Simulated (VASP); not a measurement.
# PbSe (Pm-3m) in VASP: single point with LDA

Aim: the single point of PbSe with LDA.

Everything below comes from runs of VASP 6.6.1. Logs are shortened: lines on timing, memory, paths and dates and some standing lists are left out, and cuts for length are marked.

**1. The cell of the first run**

Symmetry: Pm-3m, No. 221, cubic system. Conventional cell: a = 3.784 Å, b = 3.784 Å, c = 3.784 Å, α = 90.00°, β = 90.00°, γ = 90.00°. Pb (site symmetry m-3m) has 8 Se at 3.28 Å and 6 Pb at 3.78 Å within 4.3 Å. Within 4.3 Å of Se (site symmetry m-3m) lie 8 Pb at 3.28 Å and 6 Se at 3.78 Å.

**2. Single point, LDA**

Contents of INCAR:

```
PREC = Accurate ; ENCUT = 500
EDIFF = 1E-6 ; ISMEAR = 0
SIGMA = 0.01 ; LREAL = False
LASPH = True ; NELM = 120
ALGO = Normal ; ISIF = 2
LWAVE = False ; LCHARG = True
GGA = CA ; LELF = True
LVHAR = True ; NBANDS = 17
GGA_COMPAT = False
```

Contents of KPOINTS:

```
Automatic mesh
0
Gamma
  5 5 5
```

Contents of POSCAR:

```
PbSe
1.0
    3.7843220000      0.0000000000      0.0000000000
    0.0000000000      3.7843220000      0.0000000000
    0.0000000000      0.0000000000      3.7843220000
Pb Se
1 1
Direct
    0.0000000000      0.0000000000      0.0000000000
    0.5000000000      0.5000000000      0.5000000000
```

Potentials or basis: VASP PAW LDA potentials, release 64 (Pb_d, Se).

On the command line:

```console
$ cat potpaw_LDA.64/Pb_d/POTCAR potpaw_LDA.64/Se/POTCAR > POTCAR
$ mpirun -np 1 vasp_std > vasp.out
```

OUTCAR:

```text
PREC = Accurate
   ENCUT = 500
   EDIFF = 1E-6
   ISMEAR = 0
   LREAL = False
   LASPH = True
   NELM = 120
   ISIF = 2
   GGA = CA

 ion  position               nearest neighbor table
   1  0.000  0.000  0.000-   2 3.28   2 3.28   2 3.28   2 3.28   2 3.28   2 3.28   2 3.28   2 3.28

   2  0.500  0.500  0.500-   1 3.28   1 3.28   1 3.28   1 3.28   1 3.28   1 3.28   1 3.28   1 3.28

  LATTYP: Found a simple cubic cell.
 ALAT       =     3.7843220000

  Lattice vectors:

 A1 = (   3.7843220000,   0.0000000000,   0.0000000000)
 A2 = (   0.0000000000,   3.7843220000,   0.0000000000)
 A3 = (   0.0000000000,   0.0000000000,   3.7843220000)

Analysis of symmetry for initial positions (statically):
=====================================================================
 Subroutine PRICEL returns:
 Original cell was already a primitive cell.

 Routine SETGRP: Setting up the symmetry group for a
 simple cubic supercell.

 Subroutine GETGRP returns: Found 48 space group operations
 (whereof 48 operations were pure point group operations)
 out of a pool of 48 trial point group operations.

The static configuration has the point symmetry O_h .

Analysis of symmetry for dynamics (positions and initial velocities):
=====================================================================
 Subroutine PRICEL returns:
 Original cell was already a primitive cell.

 Routine SETGRP: Setting up the symmetry group for a
 simple cubic supercell.

 Subroutine GETGRP returns: Found 48 space group operations
 (whereof 48 operations were pure point group operations)
 out of a pool of 48 trial point group operations.

The dynamic configuration has the point symmetry O_h .

 Subroutine INISYM returns: Found 48 space group operations
 (whereof 48 operations are pure point group operations),
 and found     1 'primitive' translations

----------------------------------------------------------------------------------------

                                     Primitive cell

  volume of cell :      54.1956

  direct lattice vectors                    reciprocal lattice vectors
     3.784322000  0.000000000  0.000000000     0.264248127  0.000000000  0.000000000
     0.000000000  3.784322000  0.000000000     0.000000000  0.264248127  0.000000000
     0.000000000  0.000000000  3.784322000     0.000000000  0.000000000  0.264248127

  length of vectors
     3.784322000  3.784322000  3.784322000     0.264248127  0.264248127  0.264248127

  position of ions in fractional coordinates (direct lattice)
     0.000000000  0.000000000  0.000000000
     0.500000000  0.500000000  0.500000000

  ion indices of the primitive-cell ions
   primitive index   ion index
                 1           1
                 2           2

----------------------------------------------------------------------------------------

 KPOINTS: Automatic mesh

Automatic generation of k-mesh.
 Grid dimensions read from file:
 generate k-points for:    5    5    5

 Generating k-lattice:

  Cartesian coordinates                     Fractional coordinates (reciprocal lattice)
     0.052849625  0.000000000  0.000000000     0.200000000  0.000000000  0.000000000
     0.000000000  0.052849625  0.000000000     0.000000000  0.200000000  0.000000000
     0.000000000  0.000000000  0.052849625     0.000000000  0.000000000  0.200000000

  Length of vectors
     0.052849625  0.052849625  0.052849625

  Shift w.r.t. Gamma in fractional coordinates (k-lattice)
     0.000000000  0.000000000  0.000000000

 Subroutine IBZKPT returns following result:
 ===========================================

 Found     10 irreducible k-points:

 Following reciprocal coordinates:
            Coordinates               Weight
  0.000000  0.000000  0.000000      1.000000
  0.200000  0.000000  0.000000      6.000000
  0.400000  0.000000  0.000000      6.000000
  0.200000  0.200000  0.000000     12.000000
  0.400000  0.200000  0.000000     24.000000
  0.400000  0.400000  0.000000     12.000000
  0.200000  0.200000  0.200000      8.000000
  0.400000  0.200000  0.200000     24.000000
  0.400000  0.400000  0.200000     24.000000
  0.400000  0.400000  0.400000      8.000000
   k-points           NKPTS =     10   k-points in BZ     NKDIM =     10   number of bands    NBANDS=     17
   number of dos      NEDOS =    301   number of ions     NIONS =      2
   total plane-waves  NPLWV =  21952
   dimension x,y,z NGX =    28 NGY =   28 NGZ =   28
   dimension x,y,z NGXF=    56 NGYF=   56 NGZF=   56
   ions per type =               1   1
   NGX,Y,Z   is equivalent  to a cutoff of  12.30, 12.30, 12.30 a.u.
   NGXF,Y,Z  is equivalent  to a cutoff of  24.60, 24.60, 24.60 a.u.
 SYSTEM =  unknown system
   PREC   = accura    normal or accurate (medium, high low for compatibility)
   ISTART =      0    job   : 0-new  1-cont  2-samecut
   ICHARG =      2    charge: 1-file 2-atom 10-const
   ISPIN  =      1    spin polarized calculation?
   LNONCOLLINEAR =      F non collinear calculations
   LSORBIT =      F    spin-orbit coupling
   LASPH  =      T    aspherical Exc in radial PAW
   ENCUT  =  500.0 eV  36.75 Ry    6.06 a.u.   6.90  6.90  6.90*2*pi/ulx,y,z
   NELM   =    120;   NELMIN=  2; NELMDL= -5     # of ELM steps
   EDIFF  = 0.1E-05   stopping-criterion for ELM
   LREAL  =      F    real-space projection
   EDIFFG = 0.1E-04   stopping-criterion for IOM
   NSW    =      0    number of steps for IOM
   IBRION =     -1    ionic relax: 0-MD 1-quasi-New 2-CG
   NFREE  =      0    steps in history (QN), initial steepest desc. (CG)
   ISIF   =      2    stress and relaxation
   ISYM   =      2    0-nonsym 1-usesym 2-fastsym
   POTIM  = 0.5000    time-step for ionic-motion
   TEBEG  =    0.0;   TEEND  =   0.0 temperature during run
   PSTRESS=    0.0 pullay stress
   NELECT =      20.0000    total number of electrons
   NUPDOWN=      -1.0000    fix difference up-down
   EMIN   =  10.00;   EMAX   =-10.00  energy-range for DOS
   EFERMI =   0.00;   METHOD = LEGACY
   ISMEAR =     0;   SIGMA  =   0.01  broadening in eV -4-tet -1-fermi 0-gaus
   EFERMI_NEDOS =   21; number of points for ismear=-14 and -15
   IALGO  =     38    algorithm
   IMIX   =      4    mixing-type and parameters
     AMIX     =   0.40;   BMIX     =  1.00
     AMIX_MAG =   1.60;   BMIX_MAG =  1.00
  volume/ion in A,a.u.               =      27.10       182.87
  Fermi-wavevector in a.u.,A,eV,Ry     =   1.174258  2.219025 18.760817  1.378881
  Thomas-Fermi vector in A             =   2.310658
   LORBIT       =      0    0 simple, 1 ext, 2 COOP (PROOUT), +10 PAW based schemes
   GGA     = CA    functional components
   LHFCALC =     F    Hartree Fock is set to
   AEXX    =    0.0000 exact exchange contribution
   IVDW    =     0    specifies the selected vdW correction
   LEPSILON=     F    determine dielectric tensor
   LRPA    =     F    only Hartree local field effects (RPA)
 non-spin polarized calculation
 Gauss-broadening in eV      SIGMA  =   0.01
  energy-cutoff  :      500.00
  volume of cell :       54.20
 maximum number of plane-waves:      1390
 NGX is ok and might be reduce to    28
   NGX = 13   NGY = 13   NGZ = 13

 number of electron      20.0000006 magnetization

 Free energy of the ion-electron system (eV)
  ---------------------------------------------------
  ext. energy  EPLUGINS =         0.00000000
  ---------------------------------------------------
  free energy    TOTEN  =        -8.94946450 eV

  energy without entropy =       -8.94946450  energy(sigma->0) =       -8.94946450

 E-fermi :   5.2651     XC(G=0): -10.2312

 val. band max:        5.1879832404   @ k =   0.4000   0.4000   0.0000
 cond. band min:       5.3203598240   @ k =   0.4000   0.4000   0.4000
 fundamental gap:      0.1323765837
 Fermi energy:         5.2650944902

 k-point     1 :       0.0000    0.0000    0.0000
  band No.  band energies     occupation
      1     -11.7248      2.00000
      2     -11.7248      2.00000
      3     -11.5742      2.00000
      4     -11.5742      2.00000
      5     -11.5742      2.00000
      6      -7.9843      2.00000
[... 9 lines left out ...]
     16      16.4078      0.00000
     17      18.0383      0.00000

 k-point     2 :       0.2000    0.0000    0.0000
  band No.  band energies     occupation
      1     -11.7224      2.00000
      2     -11.6842      2.00000
      3     -11.5891      2.00000
      4     -11.5891      2.00000
      5     -11.5729      2.00000
      6      -7.6962      2.00000
[... 9 lines left out ...]
     16      16.2337      0.00000
     17      17.3333      0.00000

 k-point     3 :       0.4000    0.0000    0.0000
  band No.  band energies     occupation
      1     -11.7186      2.00000
      2     -11.6189      2.00000
      3     -11.6131      2.00000
      4     -11.6131      2.00000
      5     -11.5708      2.00000
      6      -7.0567      2.00000
[... 9 lines left out ...]
     16      16.5525      0.00000
     17      18.2092      0.00000

 k-point     4 :       0.2000    0.2000    0.0000
  band No.  band energies     occupation
      1     -11.7016      2.00000
      2     -11.6612      2.00000
      3     -11.6101      2.00000
      4     -11.5884      2.00000
      5     -11.5861      2.00000
      6      -7.4206      2.00000
[... 9 lines left out ...]
     16      14.9660      0.00000
     17      15.7727      0.00000

 k-point     5 :       0.4000    0.2000    0.0000
  band No.  band energies     occupation
      1     -11.6919      2.00000
      2     -11.6432      2.00000
      3     -11.6103      2.00000
      4     -11.6002      2.00000
      5     -11.5842      2.00000
      6      -6.8343      2.00000
[... 9 lines left out ...]
     16      15.7539      0.00000
     17      16.5692      0.00000

 k-point     6 :       0.4000    0.4000    0.0000
  band No.  band energies     occupation
      1     -11.6901      2.00000
      2     -11.6665      2.00000
      3     -11.6063      2.00000
      4     -11.6055      2.00000
      5     -11.5521      2.00000
      6      -6.4150      2.00000
[... 9 lines left out ...]
     16      14.5043      0.00000
     17      15.3062      0.00000

 k-point     7 :       0.2000    0.2000    0.2000
  band No.  band energies     occupation
      1     -11.6592      2.00000
      2     -11.6592      2.00000
      3     -11.6136      2.00000
      4     -11.6026      2.00000
      5     -11.6026      2.00000
      6      -7.1666      2.00000
[... 9 lines left out ...]
     16      16.6444      0.00000
     17      16.7434      0.00000

 k-point     8 :       0.4000    0.2000    0.2000
  band No.  band energies     occupation
      1     -11.6559      2.00000
      2     -11.6443      2.00000
      3     -11.6293      2.00000
      4     -11.6008      2.00000
      5     -11.5900      2.00000
      6      -6.6483      2.00000
[... 9 lines left out ...]
     16      14.9913      0.00000
     17      16.9344      0.00000

 k-point     9 :       0.4000    0.4000    0.2000
  band No.  band energies     occupation
      1     -11.6789      2.00000
      2     -11.6271      2.00000
      3     -11.6250      2.00000
      4     -11.6215      2.00000
      5     -11.5510      2.00000
      6      -6.3068      2.00000
[... 9 lines left out ...]
     16      16.0814      0.00000
     17      17.7581      0.00000

 k-point    10 :       0.4000    0.4000    0.4000
  band No.  band energies     occupation
      1     -11.6642      2.00000
      2     -11.6562      2.00000
      3     -11.6562      2.00000
      4     -11.5493      2.00000
      5     -11.5493      2.00000
      6      -6.1169      2.00000
[... 9 lines left out ...]
     16      17.6192      0.00000
     17      21.3160      0.00000

------------------------ aborting loop because EDIFF is reached ----------------------------------------

  FORCE on cell =-STRESS in cart. coord.  units (eV):
  Direction    XX          YY          ZZ          XY          YZ          ZX
  --------------------------------------------------------------------------------------
  -------------------------------------------------------------------------------------
  Total       -1.4317949     -1.4317949     -1.4317949      0.0000000      0.0000000      0.0000000
  in kB      -42.3279400    -42.3279400    -42.3279400      0.0000000      0.0000000      0.0000000
  external PRESSURE =     -42.3279400 kB  Pullay stress =       0.0000000 kB

 VOLUME and BASIS-vectors are now :
 -----------------------------------------------------------------------------
  energy-cutoff  :      500.00
  volume of cell :       54.20
      direct lattice vectors                 reciprocal lattice vectors
     3.784322000  0.000000000  0.000000000     0.264248127  0.000000000  0.000000000
     0.000000000  3.784322000  0.000000000     0.000000000  0.264248127  0.000000000
     0.000000000  0.000000000  3.784322000     0.000000000  0.000000000  0.264248127

 POSITION                                       TOTAL-FORCE (eV/Angst)
 -----------------------------------------------------------------------------------
      0.00000      0.00000      0.00000         0.000000      0.000000      0.000000
      1.89216      1.89216      1.89216         0.000000      0.000000      0.000000
 -----------------------------------------------------------------------------------
    total drift:                               -0.000000      0.000000     -0.000000

  FREE ENERGIE OF THE ION-ELECTRON SYSTEM (eV)
  ---------------------------------------------------
  free  energy   TOTEN  =        -8.9494645039 eV

  energy  without entropy=       -8.9494645039  energy(sigma->0) =       -8.94946450
```

Wall time 12 s (1 thread of Intel Xeon 8259CL, shared host); peak memory 0.14 GiB.

Results:

| Item | Value |
| --- | --- |
| Free energy | -8.9495 eV |
| Pressure | -4.2 GPa |
| Band gap on the k mesh | 0.13 eV, indirect (least direct gap 1.30 eV) |

Levels at points of the mesh, in eV from the valence-band top:
```tsv
k point	band 6	band 7	band 8	band 9	band 10	band 11	band 12	band 13	band 14	band 15
(0.00, 0.00, 0.00)	-13.17	-7.13	-1.45	-1.45	-1.45	5.11	5.11	5.96	5.96	5.96
```

Caveat: spin-orbit coupling is left out, which moves the levels of the heavy elements.
